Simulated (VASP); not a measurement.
# SnSe (I4mm) in VASP: a series of runs

Runs on SnSe. Level: PBE. Tasks: electric field gradients.

Program: VASP 6.6.1. These are calculated values, not measurements. Logs are shortened: lines on timing, memory, paths and dates and some standing lists are left out, and cuts for length are marked.

### 1 The cell of the first run

Symmetry: I4mm, No. 107, tetragonal system. The conventional cell has a = 4.257 Å, b = 4.257 Å, c = 6.021 Å, α = 90.00°, β = 90.00°, γ = 90.00°. Within 3.3 Å of Sn (site symmetry 4mm) lie 5 Se at 2.47 to 3.06 Å. Se (site symmetry 4mm) has 5 Sn at 2.47 to 3.06 Å within 3.3 Å.

### 2 Electric field gradients, PBE (shortest bond scaled by 0.82)

The input, INCAR:

```
ALGO = Normal ; EDIFF = 1E-8
ENCUT = 520 ; GGA = PE
ISIF = 2 ; ISMEAR = -1
LASPH = T ; LCHARG = F
LEFG = T ; LREAL = F
LWAVE = F ; NBANDS = 17
NELM = 100 ; PREC = Accurate
SIGMA = 0.05
```

The input, KPOINTS:

```
k-points
0
Gamma
  9 9 9
```

The input, POSCAR:

```
SnSe
1.0
    0.0000000000      3.0104337128      3.0104337128
    3.0104337128      0.0000000000      3.0104337128
    3.0104337128      3.0104337128      0.0000000000
Sn Se
1 1
Direct
   -0.0450000000     -0.0450000000      0.0450000000
    0.5450000000      0.5450000000      0.4550000000
```

Potentials or basis: VASP PAW PBE potentials, release 64 (Sn_d, Se).

The run is started by

```console
$ cat potpaw_PBE.64/Sn_d/POTCAR potpaw_PBE.64/Se/POTCAR > POTCAR
$ mpirun -np 1 vasp_std > vasp.out
```

OUTCAR:

```text
EDIFF = 1E-8
   ENCUT = 520
   GGA = PE
   ISIF = 2
   ISMEAR = -1
   LASPH = T
   LREAL = F
   NELM = 100
   PREC = Accurate

 ion  position               nearest neighbor table
   1  0.955  0.955  0.045-   2 2.47   2 3.06   2 3.06   2 3.06   2 3.06
   2  0.545  0.545  0.455-   1 2.47   1 3.06   1 3.06   1 3.06   1 3.06

  LATTYP: Found a face centered cubic cell.
 ALAT       =     6.0208674256

  Lattice vectors:

 A1 = (   0.0000000000,   3.0104337128,   3.0104337128)
 A2 = (   3.0104337128,   0.0000000000,   3.0104337128)
 A3 = (   3.0104337128,   3.0104337128,   0.0000000000)

Analysis of symmetry for initial positions (statically):
=====================================================================
 Subroutine PRICEL returns:
 Original cell was already a primitive cell.

 Routine SETGRP: Setting up the symmetry group for a
 face centered cubic supercell.

 Subroutine GETGRP returns: Found  8 space group operations
 (whereof  8 operations were pure point group operations)
 out of a pool of 48 trial point group operations.

The static configuration has the point symmetry C_4v.

Analysis of symmetry for dynamics (positions and initial velocities):
=====================================================================
 Subroutine PRICEL returns:
 Original cell was already a primitive cell.

 Routine SETGRP: Setting up the symmetry group for a
 face centered cubic supercell.

 Subroutine GETGRP returns: Found  8 space group operations
 (whereof  8 operations were pure point group operations)
 out of a pool of 48 trial point group operations.

The dynamic configuration has the point symmetry C_4v.

 Subroutine INISYM returns: Found  8 space group operations
 (whereof  8 operations are pure point group operations),
 and found     1 'primitive' translations

----------------------------------------------------------------------------------------

                                     Primitive cell

  volume of cell :      54.5654

  direct lattice vectors                    reciprocal lattice vectors
     0.000000000  3.010433713  3.010433713    -0.166089025  0.166089025  0.166089025
     3.010433713  0.000000000  3.010433713     0.166089025 -0.166089025  0.166089025
     3.010433713  3.010433713  0.000000000     0.166089025  0.166089025 -0.166089025

  length of vectors
     4.257396185  4.257396185  4.257396185     0.287674630  0.287674630  0.287674630

  position of ions in fractional coordinates (direct lattice)
     0.955000000  0.955000000  0.045000000
     0.545000000  0.545000000  0.455000000

  ion indices of the primitive-cell ions
   primitive index   ion index
                 1           1
                 2           2

----------------------------------------------------------------------------------------

 KPOINTS: k-points

Automatic generation of k-mesh.
 Grid dimensions read from file:
 generate k-points for:    9    9    9

 Generating k-lattice:

  Cartesian coordinates                     Fractional coordinates (reciprocal lattice)
    -0.018454336  0.018454336  0.018454336     0.111111111  0.000000000  0.000000000
     0.018454336 -0.018454336  0.018454336     0.000000000  0.111111111  0.000000000
     0.018454336  0.018454336 -0.018454336     0.000000000  0.000000000  0.111111111

  Length of vectors
     0.031963848  0.031963848  0.031963848

  Shift w.r.t. Gamma in fractional coordinates (k-lattice)
     0.000000000  0.000000000  0.000000000

 Subroutine IBZKPT returns following result:
 ===========================================

 Found     75 irreducible k-points:

 Following reciprocal coordinates:
            Coordinates               Weight
  0.000000  0.000000  0.000000      1.000000
  0.111111  0.000000  0.000000      8.000000
  0.222222  0.000000  0.000000      8.000000
  0.333333  0.000000  0.000000      8.000000
  0.444444  0.000000  0.000000      8.000000
  0.111111  0.111111  0.000000      2.000000
[... 16 lines left out ...]
  0.000000  0.222222  0.222222      4.000000
  0.333333  0.222222  0.000000      8.000000
 [... further k-points ...]
   k-points           NKPTS =     75   k-points in BZ     NKDIM =     75   number of bands    NBANDS=     17
   number of dos      NEDOS =    301   number of ions     NIONS =      2
   total plane-waves  NPLWV =  32768
   dimension x,y,z NGX =    32 NGY =   32 NGZ =   32
   dimension x,y,z NGXF=    64 NGYF=   64 NGZF=   64
   ions per type =               1   1
   NGX,Y,Z   is equivalent  to a cutoff of  12.50, 12.50, 12.50 a.u.
   NGXF,Y,Z  is equivalent  to a cutoff of  24.99, 24.99, 24.99 a.u.
 SYSTEM =  unknown system
   PREC   = accura    normal or accurate (medium, high low for compatibility)
   ISTART =      0    job   : 0-new  1-cont  2-samecut
   ICHARG =      2    charge: 1-file 2-atom 10-const
   ISPIN  =      1    spin polarized calculation?
   LNONCOLLINEAR =      F non collinear calculations
   LSORBIT =      F    spin-orbit coupling
   LASPH  =      T    aspherical Exc in radial PAW
   ENCUT  =  520.0 eV  38.22 Ry    6.18 a.u.   7.92  7.92  7.92*2*pi/ulx,y,z
   NELM   =    100;   NELMIN=  2; NELMDL= -5     # of ELM steps
   EDIFF  = 0.1E-07   stopping-criterion for ELM
   LREAL  =      F    real-space projection
   EDIFFG = 0.1E-06   stopping-criterion for IOM
   NSW    =      0    number of steps for IOM
   IBRION =     -1    ionic relax: 0-MD 1-quasi-New 2-CG
   NFREE  =      0    steps in history (QN), initial steepest desc. (CG)
   ISIF   =      2    stress and relaxation
   ISYM   =      2    0-nonsym 1-usesym 2-fastsym
   POTIM  = 0.5000    time-step for ionic-motion
   TEBEG  =    0.0;   TEEND  =   0.0 temperature during run
   PSTRESS=    0.0 pullay stress
   NELECT =      20.0000    total number of electrons
   NUPDOWN=      -1.0000    fix difference up-down
   EMIN   =  10.00;   EMAX   =-10.00  energy-range for DOS
   EFERMI =   0.00;   METHOD = LEGACY
   ISMEAR =    -1;   SIGMA  =   0.05  broadening in eV -4-tet -1-fermi 0-gaus
   EFERMI_NEDOS =   21; number of points for ismear=-14 and -15
   IALGO  =     38    algorithm
   IMIX   =      4    mixing-type and parameters
     AMIX     =   0.40;   BMIX     =  1.00
     AMIX_MAG =   1.60;   BMIX_MAG =  1.00
  volume/ion in A,a.u.               =      27.28       184.11
  Fermi-wavevector in a.u.,A,eV,Ry     =   1.171599  2.214002 18.675967  1.372645
  Thomas-Fermi vector in A             =   2.308041
   LORBIT       =      0    0 simple, 1 ext, 2 COOP (PROOUT), +10 PAW based schemes
   GGA     = PE    functional components
   LHFCALC =     F    Hartree Fock is set to
   AEXX    =    0.0000 exact exchange contribution
   IVDW    =     0    specifies the selected vdW correction
   LEPSILON=     F    determine dielectric tensor
   LRPA    =     F    only Hartree local field effects (RPA)
 non-spin polarized calculation
  energy-cutoff  :      520.00
  volume of cell :       54.57
 maximum number of plane-waves:      1484
   NGX = 15   NGY = 15   NGZ = 15

 number of electron      20.0000004 magnetization

 Free energy of the ion-electron system (eV)
  ---------------------------------------------------
  ext. energy  EPLUGINS =         0.00000000
  ---------------------------------------------------
  free energy    TOTEN  =        -7.92099697 eV

  energy without entropy =       -7.92099340  energy(sigma->0) =       -7.92099519

 E-fermi :   6.0167     XC(G=0):  -9.5371

 val. band max:        5.6065996475   @ k =  -0.2222   0.2222   0.0000
 cond. band min:       6.5278698372   @ k =   0.0000  -0.4444   0.1111
 fundamental gap:      0.9212701897
 Fermi energy:         6.0166793760

 k-point     1 :       0.0000    0.0000    0.0000
  band No.  band energies     occupation
      1     -15.9459      2.00000
      2     -15.9433      2.00000
      3     -15.9393      2.00000
      4     -15.9004      2.00000
      5     -15.9004      2.00000
      6      -8.6318      2.00000
[... 9 lines left out ...]
     16      12.7429      0.00000
     17      13.5993      0.00000

 k-point     2 :       0.1111    0.0000    0.0000
  band No.  band energies     occupation
      1     -15.9473      2.00000
      2     -15.9424      2.00000
      3     -15.9397      2.00000
      4     -15.8996      2.00000
      5     -15.8991      2.00000
      6      -8.5469      2.00000
[... 9 lines left out ...]
     16      12.3771      0.00000
     17      14.5146      0.00000
[... 421 lines left out ...]
 k-point    24 :       0.3333    0.2222    0.0000
  band No.  band energies     occupation
      1     -15.9645      2.00000
      2     -15.9461      2.00000
      3     -15.9357      2.00000
      4     -15.8891      2.00000
      5     -15.8885      2.00000
      6      -7.9249      2.00000
[... 9 lines left out ...]
     16      14.8718      0.00000
     17      16.2582      0.00000

 [... further k-points ...]

------------------------ aborting loop because EDIFF is reached ----------------------------------------

  FORCE on cell =-STRESS in cart. coord.  units (eV):
  Direction    XX          YY          ZZ          XY          YZ          ZX
  --------------------------------------------------------------------------------------
  -------------------------------------------------------------------------------------
  Total        0.7362166      0.7362166      5.1315138      0.0000000     -0.0000000      0.0000000
  in kB       21.6171763     21.6171763    150.6741944      0.0000000     -0.0000000      0.0000000
  external PRESSURE =      64.6361823 kB  Pullay stress =       0.0000000 kB

 VOLUME and BASIS-vectors are now :
 -----------------------------------------------------------------------------
  energy-cutoff  :      520.00
  volume of cell :       54.57
      direct lattice vectors                 reciprocal lattice vectors
     0.000000000  3.010433713  3.010433713    -0.166089025  0.166089025  0.166089025
     3.010433713  0.000000000  3.010433713     0.166089025 -0.166089025  0.166089025
     3.010433713  3.010433713  0.000000000     0.166089025  0.166089025 -0.166089025

 POSITION                                       TOTAL-FORCE (eV/Angst)
 -----------------------------------------------------------------------------------
      3.01043      3.01043      5.74993         0.000000      0.000000      2.042063
      3.01043      3.01043      3.28137         0.000000      0.000000     -2.042063
 -----------------------------------------------------------------------------------
    total drift:                               -0.000000     -0.000000      0.000052

  FREE ENERGIE OF THE ION-ELECTRON SYSTEM (eV)
  ---------------------------------------------------
  free  energy   TOTEN  =        -7.9209969691 eV

  energy  without entropy=       -7.9209934029  energy(sigma->0) =       -7.92099519

 Electric field gradients (V/A^2)
---------------------------------------------------------------------
 ion       V_xx      V_yy      V_zz      V_xy      V_xz      V_yz
---------------------------------------------------------------------
   1     105.901   105.901  -211.803     0.001     0.001     0.001
   2      -6.835    -6.835    13.670    -0.000    -0.000    -0.000
---------------------------------------------------------------------

 Electric field gradients after diagonalization (V/A^2)
 (convention: |V_zz| > |V_xx| > |V_yy|)
----------------------------------------------------------------------
 ion       V_xx      V_yy      V_zz     asymmetry (V_yy - V_xx)/ V_zz
----------------------------------------------------------------------
   1     105.902   105.900  -211.803       0.000
   2      -6.835    -6.835    13.670       0.000
----------------------------------------------------------------------

           NMR quadrupolar parameters

 Cq : quadrupolar parameter    Cq=e*Q*V_zz/h
 eta: asymmetry parameters     (V_yy - V_xx)/ V_zz
 Q  : nuclear electric quadrupole moment in mb (millibarn)
----------------------------------------------------------------------
 ion       Cq(MHz)       eta       Q (mb)
----------------------------------------------------------------------
   1      -0.512       0.000       1.000
   2       0.033       0.000       1.000
----------------------------------------------------------------------
```

Wall time 47 s (1 thread of Intel Xeon Platinum 8488C (Sapphire Rapids), shared host); peak memory 0.21 GiB.

Results:

```yaml
Free_energy: -7.9210 eV
Pressure: 6.5 GPa
Largest_force: 2.042 eV/Å
Band_gap_on_the_k_mesh: 0.92 eV, indirect (least direct gap 1.03 eV)
```

Forces on the atoms (eV/Å):
```
Sn   0.000  0.000  2.042
Se   0.000  0.000 -2.042
```

Levels at points of the mesh, in eV from the valence-band top:
```
           k point  band 6  band 7  band 8  band 9  band 10  band 11  band 12  band 13  band 14  band 15
(0.00, 0.00, 0.00)  -14.24   -4.91   -2.83   -2.07    -2.07     2.94     2.94     4.98     5.96     7.14
```

Electric field gradients, principal values (V/Å²):
```tsv
atom	least	middle	greatest (by size)
1 Sn	105.900	105.902	-211.803
2 Se	-6.835	-6.835	13.670
```

Caveat: the cell differs from its parent crystal (shortest bond scaled by 0.82); without QUAD_EFG the Cq values of the log hold for a quadrupole moment of 1 mb, not for the nuclei; spin-orbit coupling is left out, which moves the levels of the heavy elements; forces of over 1 eV/Å act on the atoms, so gaps and moduli don't describe the material at rest. A k mesh can miss the band edges.

### 3 Electric field gradients, PBE (shortest bond scaled by 0.76)

The input, INCAR:

```
  PREC = Accurate
  ENCUT = 520
  EDIFF = 1E-8
  ISMEAR = -1
  SIGMA = 0.05
  LREAL = F
  LASPH = T
  NELM = 100
  ALGO = Normal
  ISIF = 2
  LWAVE = F
  LCHARG = F
  GGA = PE
  LEFG = T
  NBANDS = 17
```

The input, KPOINTS:

```
Automatic mesh
0
Gamma
  9 9 9
```

The input, POSCAR:

```
SnSe
1.0
    0.0000000000      3.0104337128      3.0104337128
    3.0104337128      0.0000000000      3.0104337128
    3.0104337128      3.0104337128      0.0000000000
Sn Se
1 1
Direct
   -0.0600000000     -0.0600000000      0.0600000000
    0.5600000000      0.5600000000      0.4400000000
```

Potentials or basis: VASP PAW PBE potentials, release 64 (Sn_d, Se).

The run is started by

```console
$ cat potpaw_PBE.64/Sn_d/POTCAR potpaw_PBE.64/Se/POTCAR > POTCAR
$ mpirun -np 1 vasp_std > vasp.out
```

OUTCAR:

```text
PREC = Accurate
   ENCUT = 520
   EDIFF = 1E-8
   ISMEAR = -1
   LREAL = F
   LASPH = T
   NELM = 100
   ISIF = 2
   GGA = PE

 ion  position               nearest neighbor table
   1  0.940  0.940  0.060-   2 2.29   2 3.10   2 3.10   2 3.10   2 3.10
   2  0.560  0.560  0.440-   1 2.29   1 3.10   1 3.10   1 3.10   1 3.10

  LATTYP: Found a face centered cubic cell.
 ALAT       =     6.0208674256

  Lattice vectors:

 A1 = (   0.0000000000,   3.0104337128,   3.0104337128)
 A2 = (   3.0104337128,   0.0000000000,   3.0104337128)
 A3 = (   3.0104337128,   3.0104337128,   0.0000000000)

Analysis of symmetry for initial positions (statically):
=====================================================================
 Subroutine PRICEL returns:
 Original cell was already a primitive cell.

 Routine SETGRP: Setting up the symmetry group for a
 face centered cubic supercell.

 Subroutine GETGRP returns: Found  8 space group operations
 (whereof  8 operations were pure point group operations)
 out of a pool of 48 trial point group operations.

[... 665 lines left out ...]
     0.000000000  3.010433713  3.010433713    -0.166089025  0.166089025  0.166089025
     3.010433713  0.000000000  3.010433713     0.166089025 -0.166089025  0.166089025
     3.010433713  3.010433713  0.000000000     0.166089025  0.166089025 -0.166089025

 POSITION                                       TOTAL-FORCE (eV/Angst)
 -----------------------------------------------------------------------------------
      3.01043      3.01043      5.65962         0.000000      0.000000      4.776209
      3.01043      3.01043      3.37169         0.000000      0.000000     -4.776209
 -----------------------------------------------------------------------------------
    total drift:                               -0.000000     -0.000000      0.000031

  FREE ENERGIE OF THE ION-ELECTRON SYSTEM (eV)
  ---------------------------------------------------
  free  energy   TOTEN  =        -7.3318892903 eV

  energy  without entropy=       -7.3318868237  energy(sigma->0) =       -7.33188806

 Electric field gradients (V/A^2)
---------------------------------------------------------------------
 ion       V_xx      V_yy      V_zz      V_xy      V_xz      V_yz
---------------------------------------------------------------------
   1     180.649   180.649  -361.297     0.001     0.001     0.001
   2       4.110     4.110    -8.221    -0.000    -0.000    -0.000
---------------------------------------------------------------------

 Electric field gradients after diagonalization (V/A^2)
 (convention: |V_zz| > |V_xx| > |V_yy|)
----------------------------------------------------------------------
 ion       V_xx      V_yy      V_zz     asymmetry (V_yy - V_xx)/ V_zz
----------------------------------------------------------------------
   1     180.649   180.648  -361.297       0.000
   2       4.110     4.110    -8.221       0.000
----------------------------------------------------------------------

           NMR quadrupolar parameters

 Cq : quadrupolar parameter    Cq=e*Q*V_zz/h
 eta: asymmetry parameters     (V_yy - V_xx)/ V_zz
 Q  : nuclear electric quadrupole moment in mb (millibarn)
----------------------------------------------------------------------
 ion       Cq(MHz)       eta       Q (mb)
----------------------------------------------------------------------
   1      -0.874       0.000       1.000
   2      -0.020       0.000       1.000
----------------------------------------------------------------------
```

It took 40 s on 1 thread of Intel Xeon Platinum 8488C (Sapphire Rapids), shared host; peak memory 0.22 GiB.

Results:

```
Free energy            : -7.3319 eV
Pressure               : 12.6 GPa
Largest force          : 4.776 eV/Å
Band gap on the k mesh : 0.84 eV, indirect (least direct gap 1.11 eV)
```

Forces in eV/Å, atoms in the order of the input:
```
Sn   0.000  0.000  4.776
Se   0.000  0.000 -4.776
```

Stress tensor (GPa, compression positive):
```
 3.03  0.00  0.00
 0.00  3.03  0.00
 0.00  0.00 31.60
```

Levels at points of the mesh, in eV from the valence-band top:
| k point | band 6 | band 7 | band 8 | band 9 | band 10 | band 11 | band 12 | band 13 | band 14 | band 15 |
| --- | --- | --- | --- | --- | --- | --- | --- | --- | --- | --- |
| (0.00, 0.00, 0.00) | -14.56 | -4.88 | -3.17 | -2.07 | -2.07 | 2.32 | 2.32 | 5.50 | 5.99 | 7.64 |

Electric field gradients, principal values (V/Å²):
```tsv
atom	least	middle	greatest (by size)
1 Sn	180.648	180.649	-361.297
2 Se	4.110	4.110	-8.221
```

Caveat: the cell differs from its parent crystal (shortest bond scaled by 0.76); without QUAD_EFG the Cq values of the log hold for a quadrupole moment of 1 mb, not for the nuclei; spin-orbit coupling is left out, which moves the levels of the heavy elements; forces of over 1 eV/Å act on the atoms, so gaps and moduli don't describe the material at rest. A k mesh can miss the band edges.

(Continued in part 2 of 2.)
